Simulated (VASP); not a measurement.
# GaP (Fm-3m) in VASP: single point with r2SCAN

Aim: the single point of GaP with r2SCAN.

Everything below comes from runs of VASP 6.6.1. Logs are shortened: lines on timing, memory, paths and dates and some standing lists are left out, and cuts for length are marked.

### Step 1. The cell of the first run

It takes space group Fm-3m (No. 225, cubic). Conventional cell: a = 5.117 Å, b = 5.117 Å, c = 5.117 Å, α = 90.00°, β = 90.00°, γ = 90.00°. Within 3.4 Å of Ga (site symmetry m-3m) lie 6 P at 2.56 Å. P (site symmetry m-3m) has 6 Ga at 2.56 Å within 3.4 Å.

### Step 2. Single point, r2SCAN

File POSCAR:

```
GaP
1.0
    0.0000000000      2.5585353464      2.5585353464
    2.5585353464      0.0000000000      2.5585353464
    2.5585353464      2.5585353464      0.0000000000
Ga P
1 1
Direct
    0.0000000000      0.0000000000      0.0000000000
    0.5000000000      0.5000000000      0.5000000000
```

File INCAR.step1:

```
  PREC = Accurate
  ENCUT = 550
  ISMEAR = -1
  SIGMA = 0.02
  LREAL = F
  LASPH = T
  NELM = 120
  NBANDS = 16
  GGA = PE
  ALGO = Normal
  EDIFF = 1E-5
  LWAVE = T
  LCHARG = F
  GGA_COMPAT = F
```

File INCAR.step2:

```
  PREC = Accurate
  ENCUT = 550
  EDIFF = 1E-6
  ISMEAR = -1
  SIGMA = 0.02
  LREAL = F
  LASPH = T
  NELM = 120
  ALGO = Normal
  ISIF = 2
  LWAVE = F
  LCHARG = T
  METAGGA = R2SCAN
  LMIXTAU = T
  LELF = T
  LVHAR = T
  NBANDS = 16
  ISTART = 1
  GGA_COMPAT = F
```

File KPOINTS:

```
regular mesh
0
Gamma
  6 6 6
```

Potentials or basis: VASP PAW PBE potentials, release 64 (Ga_d, P).

Command:

```sh
$ cat potpaw_PBE.64/Ga_d/POTCAR potpaw_PBE.64/P/POTCAR > POTCAR
$ cp INCAR.step1 INCAR
$ mpirun -np 1 vasp_std > vasp.out
$ cp INCAR.step2 INCAR
$ mpirun -np 1 vasp_std > vasp.out
```

OUTCAR:

```text
PREC = Accurate
   ENCUT = 550
   EDIFF = 1E-6
   ISMEAR = -1
   LREAL = F
   LASPH = T
   NELM = 120
   ISIF = 2
   METAGGA = R2SCAN
   ISTART = 1

 ion  position               nearest neighbor table
   1  0.000  0.000  0.000-   2 2.56   2 2.56   2 2.56   2 2.56   2 2.56   2 2.56
   2  0.500  0.500  0.500-   1 2.56   1 2.56   1 2.56   1 2.56   1 2.56   1 2.56

  LATTYP: Found a face centered cubic cell.
 ALAT       =     5.1170706928

  Lattice vectors:

 A1 = (   0.0000000000,   2.5585353464,   2.5585353464)
 A2 = (   2.5585353464,   0.0000000000,   2.5585353464)
 A3 = (   2.5585353464,   2.5585353464,   0.0000000000)

Analysis of symmetry for initial positions (statically):
=====================================================================
 Subroutine PRICEL returns:
 Original cell was already a primitive cell.

 Routine SETGRP: Setting up the symmetry group for a
 face centered cubic supercell.

 Subroutine GETGRP returns: Found 48 space group operations
 (whereof 48 operations were pure point group operations)
 out of a pool of 48 trial point group operations.

The static configuration has the point symmetry O_h .

Analysis of symmetry for dynamics (positions and initial velocities):
=====================================================================
 Subroutine PRICEL returns:
 Original cell was already a primitive cell.

 Routine SETGRP: Setting up the symmetry group for a
 face centered cubic supercell.

 Subroutine GETGRP returns: Found 48 space group operations
 (whereof 48 operations were pure point group operations)
 out of a pool of 48 trial point group operations.

The dynamic configuration has the point symmetry O_h .

 Subroutine INISYM returns: Found 48 space group operations
 (whereof 48 operations are pure point group operations),
 and found     1 'primitive' translations

----------------------------------------------------------------------------------------

                                     Primitive cell

  volume of cell :      33.4969

  direct lattice vectors                    reciprocal lattice vectors
     0.000000000  2.558535346  2.558535346    -0.195424308  0.195424308  0.195424308
     2.558535346  0.000000000  2.558535346     0.195424308 -0.195424308  0.195424308
     2.558535346  2.558535346  0.000000000     0.195424308  0.195424308 -0.195424308

  length of vectors
     3.618315387  3.618315387  3.618315387     0.338484831  0.338484831  0.338484831

  position of ions in fractional coordinates (direct lattice)
     0.000000000  0.000000000  0.000000000
     0.500000000  0.500000000  0.500000000

  ion indices of the primitive-cell ions
   primitive index   ion index
                 1           1
                 2           2

----------------------------------------------------------------------------------------

 KPOINTS: regular mesh

Automatic generation of k-mesh.
 Grid dimensions read from file:
 generate k-points for:    6    6    6

 Generating k-lattice:

  Cartesian coordinates                     Fractional coordinates (reciprocal lattice)
    -0.032570718  0.032570718  0.032570718     0.166666667  0.000000000  0.000000000
     0.032570718 -0.032570718  0.032570718     0.000000000  0.166666667  0.000000000
     0.032570718  0.032570718 -0.032570718     0.000000000  0.000000000  0.166666667

  Length of vectors
     0.056414138  0.056414138  0.056414138

  Shift w.r.t. Gamma in fractional coordinates (k-lattice)
     0.000000000  0.000000000  0.000000000

 Subroutine IBZKPT returns following result:
 ===========================================

 Found     16 irreducible k-points:

 Following reciprocal coordinates:
            Coordinates               Weight
  0.000000  0.000000  0.000000      1.000000
  0.166667  0.000000  0.000000      8.000000
  0.333333  0.000000  0.000000      8.000000
  0.500000  0.000000  0.000000      4.000000
  0.166667  0.166667  0.000000      6.000000
  0.333333  0.166667  0.000000     24.000000
[... 8 lines left out ...]
 -0.333333  0.333333  0.166667     24.000000
 -0.333333  0.500000  0.166667     12.000000
   k-points           NKPTS =     16   k-points in BZ     NKDIM =     16   number of bands    NBANDS=     16
   number of dos      NEDOS =    301   number of ions     NIONS =      2
   total plane-waves  NPLWV =  21952
   dimension x,y,z NGX =    28 NGY =   28 NGZ =   28
   dimension x,y,z NGXF=    56 NGYF=   56 NGZF=   56
   ions per type =               1   1
   NGX,Y,Z   is equivalent  to a cutoff of  12.86, 12.86, 12.86 a.u.
   NGXF,Y,Z  is equivalent  to a cutoff of  25.73, 25.73, 25.73 a.u.
 SYSTEM =  unknown system
   PREC   = accura    normal or accurate (medium, high low for compatibility)
   ISTART =      1    job   : 0-new  1-cont  2-samecut
   ICHARG =      0    charge: 1-file 2-atom 10-const
   ISPIN  =      1    spin polarized calculation?
   LNONCOLLINEAR =      F non collinear calculations
   LSORBIT =      F    spin-orbit coupling
   LASPH  =      T    aspherical Exc in radial PAW
   ENCUT  =  550.0 eV  40.42 Ry    6.36 a.u.   6.92  6.92  6.92*2*pi/ulx,y,z
   NELM   =    120;   NELMIN=  2; NELMDL=  0     # of ELM steps
   EDIFF  = 0.1E-05   stopping-criterion for ELM
   LREAL  =      F    real-space projection
   EDIFFG = 0.1E-04   stopping-criterion for IOM
   NSW    =      0    number of steps for IOM
   IBRION =     -1    ionic relax: 0-MD 1-quasi-New 2-CG
   NFREE  =      0    steps in history (QN), initial steepest desc. (CG)
   ISIF   =      2    stress and relaxation
   ISYM   =      2    0-nonsym 1-usesym 2-fastsym
   POTIM  = 0.5000    time-step for ionic-motion
   TEBEG  =    0.0;   TEEND  =   0.0 temperature during run
   PSTRESS=    0.0 pullay stress
   NELECT =      18.0000    total number of electrons
   NUPDOWN=      -1.0000    fix difference up-down
   EMIN   =  10.00;   EMAX   =-10.00  energy-range for DOS
   EFERMI =   0.00;   METHOD = LEGACY
   ISMEAR =    -1;   SIGMA  =   0.02  broadening in eV -4-tet -1-fermi 0-gaus
   EFERMI_NEDOS =   21; number of points for ismear=-14 and -15
   IALGO  =     38    algorithm
   IMIX   =      4    mixing-type and parameters
     AMIX     =   0.40;   BMIX     =  1.00
     AMIX_MAG =   1.60;   BMIX_MAG =  1.00
  volume/ion in A,a.u.               =      16.75       113.02
  Fermi-wavevector in a.u.,A,eV,Ry     =   1.330958  2.515145 24.102018  1.771448
  Thomas-Fermi vector in A             =   2.460005
   LORBIT       =      0    0 simple, 1 ext, 2 COOP (PROOUT), +10 PAW based schemes
   METAGGA = R2SCAN    functional components
   LHFCALC =     F    Hartree Fock is set to
   AEXX    =    0.0000 exact exchange contribution
   IVDW    =     0    specifies the selected vdW correction
   LEPSILON=     F    determine dielectric tensor
   LRPA    =     F    only Hartree local field effects (RPA)
 non-spin polarized calculation
  energy-cutoff  :      550.00
  volume of cell :       33.50
 maximum number of plane-waves:      1002
   NGX = 13   NGY = 13   NGZ = 13

 number of electron      17.9999996 magnetization

 Free energy of the ion-electron system (eV)
  ---------------------------------------------------
  ext. energy  EPLUGINS =         0.00000000
  ---------------------------------------------------
  free energy    TOTEN  =       -20.49023571 eV

  energy without entropy =      -20.48775049  energy(sigma->0) =      -20.48899310

 E-fermi :   6.5596     XC(G=0): -11.8872

 val. band max:        6.5225561046   @ k =   0.0000   0.0000   0.0000
 cond. band min:       6.5807088451   @ k =   0.3333   0.0000   0.0000
 fundamental gap:      0.0581527405
 Fermi energy:         6.5595954732

 k-point     1 :       0.0000    0.0000    0.0000
  band No.  band energies     occupation
      1      -8.6468      2.00000
      2      -8.6468      2.00000
      3      -8.6106      2.00000
      4      -8.6106      2.00000
      5      -8.6106      2.00000
      6      -7.4294      2.00000
[... 8 lines left out ...]
     15      15.9173      0.00000
     16      15.9173      0.00000

 k-point     2 :       0.1667    0.0000    0.0000
  band No.  band energies     occupation
      1      -8.6562      2.00000
      2      -8.6562      2.00000
      3      -8.6129      2.00000
      4      -8.5995      2.00000
      5      -8.5995      2.00000
      6      -6.9860      2.00000
[... 8 lines left out ...]
     15      15.1713      0.00000
     16      15.8399      0.00000

 k-point     3 :       0.3333    0.0000    0.0000
  band No.  band energies     occupation
      1      -8.6786      2.00000
      2      -8.6786      2.00000
      3      -8.6208      2.00000
      4      -8.5731      2.00000
      5      -8.5731      2.00000
      6      -5.7211      2.00000
[... 8 lines left out ...]
     15      17.5639      0.00000
     16      17.7352      0.00000

 k-point     4 :       0.5000    0.0000    0.0000
  band No.  band energies     occupation
      1      -8.6904      2.00000
      2      -8.6904      2.00000
      3      -8.6256      2.00000
      4      -8.5593      2.00000
      5      -8.5593      2.00000
      6      -4.4715      2.00000
[... 8 lines left out ...]
     15      20.0001      0.00000
     16      20.5947      0.00000

 k-point     5 :       0.1667    0.1667    0.0000
  band No.  band energies     occupation
      1      -8.6907      2.00000
      2      -8.6391      2.00000
      3      -8.6197      2.00000
      4      -8.5939      2.00000
      5      -8.5939      2.00000
      6      -6.8216      2.00000
[... 8 lines left out ...]
     15      17.5327      0.00000
     16      17.7338      0.00000

 k-point     6 :       0.3333    0.1667    0.0000
  band No.  band energies     occupation
      1      -8.7328      2.00000
      2      -8.6484      2.00000
      3      -8.6218      2.00000
      4      -8.5811      2.00000
      5      -8.5698      2.00000
      6      -5.7988      2.00000
[... 8 lines left out ...]
     15      18.7790      0.00000
     16      19.2843      0.00000

 k-point     7 :       0.5000    0.1667    0.0000
  band No.  band energies     occupation
      1      -8.7416      2.00000
      2      -8.6707      2.00000
      3      -8.6158      2.00000
      4      -8.5745      2.00000
      5      -8.5556      2.00000
      6      -4.3038      2.00000
[... 8 lines left out ...]
     15      20.3023      0.00000
     16      21.6019      0.00000

 k-point     8 :      -0.3333    0.1667    0.0000
  band No.  band energies     occupation
      1      -8.7150      2.00000
      2      -8.6811      2.00000
      3      -8.6108      2.00000
      4      -8.5762      2.00000
      5      -8.5680      2.00000
      6      -4.7932      2.00000
[... 8 lines left out ...]
     15      17.7876      0.00000
     16      20.7490      0.00000

 k-point     9 :      -0.1667    0.1667    0.0000
  band No.  band energies     occupation
      1      -8.6740      2.00000
      2      -8.6735      2.00000
      3      -8.6119      2.00000
      4      -8.5902      2.00000
      5      -8.5859      2.00000
      6      -6.2481      2.00000
[... 8 lines left out ...]
     15      17.5979      0.00000
     16      18.8464      0.00000

 k-point    10 :       0.3333    0.3333    0.0000
  band No.  band energies     occupation
      1      -8.8230      2.00000
      2      -8.6381      2.00000
      3      -8.6237      2.00000
      4      -8.5575      2.00000
      5      -8.5575      2.00000
      6      -5.0349      2.00000
[... 8 lines left out ...]
     15      18.8589      0.00000
     16      21.7926      0.00000

 k-point    11 :       0.5000    0.3333    0.0000
  band No.  band energies     occupation
      1      -8.8477      2.00000
      2      -8.6334      2.00000
      3      -8.6329      2.00000
      4      -8.5546      2.00000
      5      -8.5454      2.00000
      6      -3.7453      2.00000
[... 8 lines left out ...]
     15      21.2201      0.00000
     16      22.4862      0.00000

 k-point    12 :      -0.3333    0.3333    0.0000
  band No.  band energies     occupation
      1      -8.7956      2.00000
      2      -8.6590      2.00000
      3      -8.6079      2.00000
      4      -8.5772      2.00000
      5      -8.5537      2.00000
      6      -3.4969      2.00000
[... 8 lines left out ...]
     15      18.6481      0.00000
     16      21.2280      0.00000

 k-point    13 :       0.5000    0.5000    0.0000
  band No.  band energies     occupation
      1      -8.8986      2.00000
      2      -8.6474      2.00000
      3      -8.6159      2.00000
      4      -8.5377      2.00000
      5      -8.5377      2.00000
      6      -3.2551      2.00000
[... 8 lines left out ...]
     15      20.1736      0.00000
     16      22.3712      0.00000

 k-point    14 :       0.5000    0.3333    0.1667
  band No.  band energies     occupation
      1      -8.7798      2.00000
      2      -8.6537      2.00000
      3      -8.6177      2.00000
      4      -8.5730      2.00000
      5      -8.5579      2.00000
      6      -4.5759      2.00000
[... 8 lines left out ...]
     15      20.5275      0.00000
     16      20.8573      0.00000

 k-point    15 :      -0.3333    0.3333    0.1667
  band No.  band energies     occupation
      1      -8.7944      2.00000
      2      -8.6621      2.00000
      3      -8.6003      2.00000
      4      -8.5896      2.00000
      5      -8.5472      2.00000
      6      -3.4828      2.00000
[... 8 lines left out ...]
     15      18.4712      0.00000
     16      22.0393      0.00000

 k-point    16 :      -0.3333    0.5000    0.1667
  band No.  band energies     occupation
      1      -8.8480      2.00000
      2      -8.6416      2.00000
      3      -8.6229      2.00000
      4      -8.5683      2.00000
      5      -8.5377      2.00000
      6      -3.0821      2.00000
[... 8 lines left out ...]
     15      21.0694      0.00000
     16      22.4330      0.00000

------------------------ aborting loop because EDIFF is reached ----------------------------------------

  FORCE on cell =-STRESS in cart. coord.  units (eV):
  Direction    XX          YY          ZZ          XY          YZ          ZX
  --------------------------------------------------------------------------------------
  -------------------------------------------------------------------------------------
  Total        0.0006121      0.0006121      0.0006121      0.0000000      0.0000000      0.0000000
  in kB        0.0292752      0.0292752      0.0292752      0.0000000      0.0000000      0.0000000
  external PRESSURE =       0.0292752 kB  Pullay stress =       0.0000000 kB

 VOLUME and BASIS-vectors are now :
 -----------------------------------------------------------------------------
  energy-cutoff  :      550.00
  volume of cell :       33.50
      direct lattice vectors                 reciprocal lattice vectors
     0.000000000  2.558535346  2.558535346    -0.195424308  0.195424308  0.195424308
     2.558535346  0.000000000  2.558535346     0.195424308 -0.195424308  0.195424308
     2.558535346  2.558535346  0.000000000     0.195424308  0.195424308 -0.195424308

 POSITION                                       TOTAL-FORCE (eV/Angst)
 -----------------------------------------------------------------------------------
      0.00000      0.00000      0.00000         0.000000     -0.000000      0.000000
      2.55854      2.55854      2.55854         0.000000      0.000000     -0.000000
 -----------------------------------------------------------------------------------
    total drift:                               -0.000000      0.000000      0.000000

  FREE ENERGIE OF THE ION-ELECTRON SYSTEM (eV)
  ---------------------------------------------------
  free  energy   TOTEN  =       -20.4902357130 eV

  energy  without entropy=      -20.4877504900  energy(sigma->0) =      -20.48899310
```

Run time: 66 s. Hardware: 1 thread of Intel Xeon 8259CL, shared host; peak memory 0.16 GiB.

Results:

```yaml
Free_energy: -20.4902 eV
Pressure: 0.0 GPa
Band_gap_on_the_k_mesh: zero (bands 9 and 10 overlap by 3.44 eV)
```

Caveat: the PAW data sets were made with another functional, which shifts forces and pressure a little.
